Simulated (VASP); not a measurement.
# TiPd3 (P4/mmm) in VASP: notebook

The runs below take TiPd3 through electric field gradients, with LDA.

Everything below comes from runs of VASP 6.6.1. Logs are shortened: lines on timing, memory, paths and dates and some standing lists are left out, and cuts for length are marked.

### Step 1. The cell of the first run

The structure is tetragonal, space group P4/mmm (No. 123). Conventional cell: a = 3.820 Å, b = 3.820 Å, c = 3.896 Å, α = 90.00°, β = 90.00°, γ = 90.00°. Ti (site symmetry 4/mmm) has 12 Pd at 2.70 to 2.73 Å within 3.6 Å. Within 3.6 Å of Pd (site symmetry mmm) lie 8 Pd at 2.70 to 2.73 Å and 4 Ti at 2.73 Å. Within 3.6 Å of Pd (site symmetry 4/mmm) lie 4 Ti at 2.70 Å and 8 Pd at 2.73 Å.

### Step 2. Electric field gradients, LDA (zz strain of +2 %)

File INCAR:

```
PREC     = Accurate       # precision mode
ENCUT    = 520            # plane-wave cutoff, eV
EDIFF    = 1E-8           # SCF threshold, eV
ISMEAR   = -1             # smearing method
SIGMA    = 0.05           # smearing width, eV
LREAL    = False          # projectors in reciprocal space
LASPH    = True           # aspherical terms in the spheres
NELM     = 100            # most SCF steps
ALGO     = Normal         # electronic algorithm
ISIF     = 2              # what is computed and relaxed
LWAVE    = False          # write WAVECAR
LCHARG   = False          # write CHGCAR
LEFG     = True         
NBANDS   = 29             # bands
```

File KPOINTS:

```
regular mesh
0
Gamma
  11 11 11
```

File POSCAR:

```
TiPd3
1.0
    3.8200000000      0.0000000000      0.0000000000
    0.0000000000      3.8200000000      0.0000000000
    0.0000000000      0.0000000000      3.8964000000
Ti Pd
1 3
Direct
    0.0000000000      0.0000000000      0.0000000000
    0.0000000000      0.5000000000      0.5000000000
    0.5000000000      0.0000000000      0.5000000000
    0.5000000000      0.5000000000      0.0000000000
```

Potentials or basis: VASP PAW LDA potentials, release 64 (Ti_sv, Pd).

Command:

```
> cat potpaw_LDA.64/Ti_sv/POTCAR potpaw_LDA.64/Pd/POTCAR > POTCAR
> mpirun -np 1 vasp_std > vasp.out
```

OUTCAR:

```text
PREC = Accurate
   ENCUT = 520
   EDIFF = 1E-8
   ISMEAR = -1
   LREAL = False
   LASPH = True
   NELM = 100
   ISIF = 2

 ion  position               nearest neighbor table
   1  0.000  0.000  0.000-   4 2.70   4 2.70   4 2.70   4 2.70   3 2.73   2 2.73   3 2.73   2 2.73
                             3 2.73   2 2.73   3 2.73   2 2.73
   2  0.000  0.500  0.500-   3 2.70   3 2.70   3 2.70   3 2.70   4 2.73   1 2.73   1 2.73   1 2.73
                             4 2.73   4 2.73   4 2.73   1 2.73
   3  0.500  0.000  0.500-   2 2.70   2 2.70   2 2.70   2 2.70   4 2.73   1 2.73   4 2.73   4 2.73
                             1 2.73   4 2.73   1 2.73   1 2.73
   4  0.500  0.500  0.000-   1 2.70   1 2.70   1 2.70   1 2.70   3 2.73   2 2.73   3 2.73   3 2.73
                             3 2.73   2 2.73   2 2.73   2 2.73

  LATTYP: Found a simple tetragonal cell.
 ALAT       =     3.8200000000
 C/A-ratio  =     1.0200000000

  Lattice vectors:

 A1 = (   3.8200000000,   0.0000000000,   0.0000000000)
 A2 = (   0.0000000000,   3.8200000000,   0.0000000000)
 A3 = (   0.0000000000,   0.0000000000,   3.8964000000)

Analysis of symmetry for initial positions (statically):
=====================================================================
 Subroutine PRICEL returns:
 Original cell was already a primitive cell.

 Routine SETGRP: Setting up the symmetry group for a
 simple tetragonal supercell.

 Subroutine GETGRP returns: Found 16 space group operations
 (whereof 16 operations were pure point group operations)
 out of a pool of 16 trial point group operations.

The static configuration has the point symmetry D_4h.

Analysis of symmetry for dynamics (positions and initial velocities):
=====================================================================
 Subroutine PRICEL returns:
 Original cell was already a primitive cell.

 Routine SETGRP: Setting up the symmetry group for a
 simple tetragonal supercell.

 Subroutine GETGRP returns: Found 16 space group operations
 (whereof 16 operations were pure point group operations)
 out of a pool of 16 trial point group operations.

The dynamic configuration has the point symmetry D_4h.

 Subroutine INISYM returns: Found 16 space group operations
 (whereof 16 operations are pure point group operations),
 and found     1 'primitive' translations

----------------------------------------------------------------------------------------

                                     Primitive cell

  volume of cell :      56.8578

  direct lattice vectors                    reciprocal lattice vectors
     3.820000000  0.000000000  0.000000000     0.261780105  0.000000000  0.000000000
     0.000000000  3.820000000  0.000000000     0.000000000  0.261780105  0.000000000
     0.000000000  0.000000000  3.896400000     0.000000000  0.000000000  0.256647161

  length of vectors
     3.820000000  3.820000000  3.896400000     0.261780105  0.261780105  0.256647161

  position of ions in fractional coordinates (direct lattice)
     0.000000000  0.000000000  0.000000000
     0.000000000  0.500000000  0.500000000
     0.500000000  0.000000000  0.500000000
     0.500000000  0.500000000  0.000000000

  ion indices of the primitive-cell ions
   primitive index   ion index
                 1           1
                 2           2
                 3           3
                 4           4

----------------------------------------------------------------------------------------

 KPOINTS: regular mesh

Automatic generation of k-mesh.
 Grid dimensions read from file:
 generate k-points for:   11   11   11

 Generating k-lattice:

  Cartesian coordinates                     Fractional coordinates (reciprocal lattice)
     0.023798191  0.000000000  0.000000000     0.090909091  0.000000000  0.000000000
     0.000000000  0.023798191  0.000000000     0.000000000  0.090909091  0.000000000
     0.000000000  0.000000000  0.023331560     0.000000000  0.000000000  0.090909091

  Length of vectors
     0.023798191  0.023798191  0.023331560

  Shift w.r.t. Gamma in fractional coordinates (k-lattice)
     0.000000000  0.000000000  0.000000000

 Subroutine IBZKPT returns following result:
 ===========================================

 Found    126 irreducible k-points:

 Following reciprocal coordinates:
            Coordinates               Weight
  0.000000  0.000000  0.000000      1.000000
  0.090909  0.000000  0.000000      4.000000
  0.181818  0.000000  0.000000      4.000000
  0.272727  0.000000  0.000000      4.000000
  0.363636  0.000000  0.000000      4.000000
  0.454545  0.000000  0.000000      4.000000
[... 16 lines left out ...]
  0.090909  0.000000  0.090909      8.000000
  0.181818  0.000000  0.090909      8.000000
 [... further k-points ...]
   k-points           NKPTS =    126   k-points in BZ     NKDIM =    126   number of bands    NBANDS=     29
   number of dos      NEDOS =    301   number of ions     NIONS =      4
   total plane-waves  NPLWV =  23520
   dimension x,y,z NGX =    28 NGY =   28 NGZ =   30
   dimension x,y,z NGXF=    56 NGYF=   56 NGZF=   60
   ions per type =               1   3
   NGX,Y,Z   is equivalent  to a cutoff of  12.19, 12.19, 12.80 a.u.
   NGXF,Y,Z  is equivalent  to a cutoff of  24.37, 24.37, 25.60 a.u.
 SYSTEM =  unknown system
   PREC   = accura    normal or accurate (medium, high low for compatibility)
   ISTART =      0    job   : 0-new  1-cont  2-samecut
   ICHARG =      2    charge: 1-file 2-atom 10-const
   ISPIN  =      1    spin polarized calculation?
   LNONCOLLINEAR =      F non collinear calculations
   LSORBIT =      F    spin-orbit coupling
   LASPH  =      T    aspherical Exc in radial PAW
   ENCUT  =  520.0 eV  38.22 Ry    6.18 a.u.   7.10  7.10  7.24*2*pi/ulx,y,z
   NELM   =    100;   NELMIN=  2; NELMDL= -5     # of ELM steps
   EDIFF  = 0.1E-07   stopping-criterion for ELM
   LREAL  =      F    real-space projection
   EDIFFG = 0.1E-06   stopping-criterion for IOM
   NSW    =      0    number of steps for IOM
   IBRION =     -1    ionic relax: 0-MD 1-quasi-New 2-CG
   NFREE  =      0    steps in history (QN), initial steepest desc. (CG)
   ISIF   =      2    stress and relaxation
   ISYM   =      2    0-nonsym 1-usesym 2-fastsym
   POTIM  = 0.5000    time-step for ionic-motion
   TEBEG  =    0.0;   TEEND  =   0.0 temperature during run
   PSTRESS=    0.0 pullay stress
   NELECT =      42.0000    total number of electrons
   NUPDOWN=      -1.0000    fix difference up-down
   EMIN   =  10.00;   EMAX   =-10.00  energy-range for DOS
   EFERMI =   0.00;   METHOD = LEGACY
   ISMEAR =    -1;   SIGMA  =   0.05  broadening in eV -4-tet -1-fermi 0-gaus
   EFERMI_NEDOS =   21; number of points for ismear=-14 and -15
   IALGO  =     38    algorithm
   IMIX   =      4    mixing-type and parameters
     AMIX     =   0.40;   BMIX     =  1.00
     AMIX_MAG =   1.60;   BMIX_MAG =  1.00
  volume/ion in A,a.u.               =      14.21        95.92
  Fermi-wavevector in a.u.,A,eV,Ry     =   1.479885  2.796576 29.797553  2.190058
  Thomas-Fermi vector in A             =   2.593987
   LORBIT       =      0    0 simple, 1 ext, 2 COOP (PROOUT), +10 PAW based schemes
   GGA     = CA    functional components
   LHFCALC =     F    Hartree Fock is set to
   AEXX    =    0.0000 exact exchange contribution
   IVDW    =     0    specifies the selected vdW correction
   LEPSILON=     F    determine dielectric tensor
   LRPA    =     F    only Hartree local field effects (RPA)
 non-spin polarized calculation
  energy-cutoff  :      520.00
  volume of cell :       56.86
 maximum number of plane-waves:      1549
   NGX = 15   NGY = 15   NGZ = 15

 number of electron      42.0000019 magnetization

 Free energy of the ion-electron system (eV)
  ---------------------------------------------------
  ext. energy  EPLUGINS =         0.00000000
  ---------------------------------------------------
  free energy    TOTEN  =       -30.80628267 eV

  energy without entropy =      -30.79425917  energy(sigma->0) =      -30.80027092

 E-fermi :  11.2335     XC(G=0): -13.5167

 val. band max:       11.2261193470   @ k =   0.0909   0.0909   0.1818
 cond. band min:      11.2602957032   @ k =   0.0909   0.0909   0.4545
 fundamental gap:      0.0341763562
 Fermi energy:        11.2334737781

 k-point     1 :       0.0000    0.0000    0.0000
  band No.  band energies     occupation
      1     -46.2162      2.00000
      2     -22.8219      2.00000
      3     -22.8154      2.00000
      4     -22.8154      2.00000
      5       3.0095      2.00000
      6       4.6903      2.00000
[... 21 lines left out ...]
     28      13.8262      0.00000
     29      21.2176      0.00000

 k-point     2 :       0.0909    0.0000    0.0000
  band No.  band energies     occupation
      1     -46.2160      2.00000
      2     -22.8222      2.00000
      3     -22.8179      2.00000
      4     -22.8158      2.00000
      5       3.1156      2.00000
      6       4.7536      2.00000
[... 21 lines left out ...]
     28      14.4730      0.00000
     29      21.2076      0.00000

 k-point     3 :       0.1818    0.0000    0.0000
  band No.  band energies     occupation
      1     -46.2155      2.00000
      2     -22.8247      2.00000
      3     -22.8231      2.00000
      4     -22.8168      2.00000
      5       3.4256      2.00000
      6       4.9337      2.00000
[... 638 lines left out ...]
      5       3.2158      2.00000
      6       4.8120      2.00000
[... 21 lines left out ...]
     28      14.8841      0.00000
     29      21.5298      0.00000

 k-point    24 :       0.1818    0.0000    0.0909
  band No.  band energies     occupation
      1     -46.2154      2.00000
      2     -22.8261      2.00000
      3     -22.8236      2.00000
      4     -22.8171      2.00000
      5       3.5207      2.00000
      6       4.9890      2.00000
[... 21 lines left out ...]
     28      15.8313      0.00000
     29      21.2278      0.00000

 [... further k-points ...]

------------------------ aborting loop because EDIFF is reached ----------------------------------------

  FORCE on cell =-STRESS in cart. coord.  units (eV):
  Direction    XX          YY          ZZ          XY          YZ          ZX
  --------------------------------------------------------------------------------------
  -------------------------------------------------------------------------------------
  Total       -0.2510792     -0.2510792     -1.3628372      0.0000000      0.0000000      0.0000000
  in kB       -7.0750759     -7.0750759    -38.4029249      0.0000000      0.0000000      0.0000000
  external PRESSURE =     -17.5176922 kB  Pullay stress =       0.0000000 kB

 VOLUME and BASIS-vectors are now :
 -----------------------------------------------------------------------------
  energy-cutoff  :      520.00
  volume of cell :       56.86
      direct lattice vectors                 reciprocal lattice vectors
     3.820000000  0.000000000  0.000000000     0.261780105  0.000000000  0.000000000
     0.000000000  3.820000000  0.000000000     0.000000000  0.261780105  0.000000000
     0.000000000  0.000000000  3.896400000     0.000000000  0.000000000  0.256647161

 POSITION                                       TOTAL-FORCE (eV/Angst)
 -----------------------------------------------------------------------------------
      0.00000      0.00000      0.00000         0.000000      0.000000      0.000000
      0.00000      1.91000      1.94820         0.000000      0.000000      0.000000
      1.91000      0.00000      1.94820         0.000000      0.000000      0.000000
      1.91000      1.91000      0.00000         0.000000      0.000000      0.000000
 -----------------------------------------------------------------------------------
    total drift:                                0.000000      0.000000      0.000000

  FREE ENERGIE OF THE ION-ELECTRON SYSTEM (eV)
  ---------------------------------------------------
  free  energy   TOTEN  =       -30.8062826668 eV

  energy  without entropy=      -30.7942591707  energy(sigma->0) =      -30.80027092

 Electric field gradients (V/A^2)
---------------------------------------------------------------------
 ion       V_xx      V_yy      V_zz      V_xy      V_xz      V_yz
---------------------------------------------------------------------
   1      -0.486    -0.486     0.973    -0.000    -0.000     0.000
   2     -61.476    25.662    35.814    -0.000    -0.000     0.000
   3      25.662   -61.476    35.814    -0.000    -0.000    -0.000
   4      30.150    30.150   -60.300    -0.000    -0.000    -0.000
---------------------------------------------------------------------

 Electric field gradients after diagonalization (V/A^2)
 (convention: |V_zz| > |V_xx| > |V_yy|)
----------------------------------------------------------------------
 ion       V_xx      V_yy      V_zz     asymmetry (V_yy - V_xx)/ V_zz
----------------------------------------------------------------------
   1      -0.486    -0.486     0.973       0.000
   2      35.814    25.662   -61.476       0.165
   3      35.814    25.662   -61.476       0.165
   4      30.150    30.150   -60.300       0.000
----------------------------------------------------------------------

           NMR quadrupolar parameters

 Cq : quadrupolar parameter    Cq=e*Q*V_zz/h
 eta: asymmetry parameters     (V_yy - V_xx)/ V_zz
 Q  : nuclear electric quadrupole moment in mb (millibarn)
----------------------------------------------------------------------
 ion       Cq(MHz)       eta       Q (mb)
----------------------------------------------------------------------
   1       0.002       0.000       1.000
   2      -0.149       0.165       1.000
   3      -0.149       0.165       1.000
   4      -0.146       0.000       1.000
----------------------------------------------------------------------
```

Wall time 2.4 min (1 thread of AMD EPYC 7R13 (Zen 3), shared host); peak memory 0.25 GiB.

Results:

```yaml
Free_energy: -30.8063 eV
Pressure: -1.8 GPa
Band_gap_on_the_k_mesh: zero (bands 21 and 22 overlap by 1.29 eV)
Largest_electric_field_gradient_by_atom: Ti +1.0; Pd -61.5, -60.3 (each value once) V/Å²
```

Levels at points of the mesh, in eV from the Fermi level:
| k point | band 17 | band 18 | band 19 | band 20 | band 21 | band 22 | band 23 | band 24 | band 25 | band 26 |
| --- | --- | --- | --- | --- | --- | --- | --- | --- | --- | --- |
| (0.00, 0.00, 0.00) | -1.12 | -0.66 | -0.66 | -0.50 | 1.14 | 1.18 | 1.80 | 1.80 | 1.89 | 2.19 |

Electric field gradients, principal values (V/Å²):
```
atom   least  middle  greatest (by size)
1 Ti  -0.486  -0.486               0.973
2 Pd  25.662  35.814             -61.476
3 Pd  25.662  35.814             -61.476
4 Pd  30.150  30.150             -60.300
```

Caveat: the cell differs from its parent crystal (zz strain of +2 %); without QUAD_EFG the Cq values of the log hold for a quadrupole moment of 1 mb, not for the nuclei.

(Continued in part 2 of 2.)
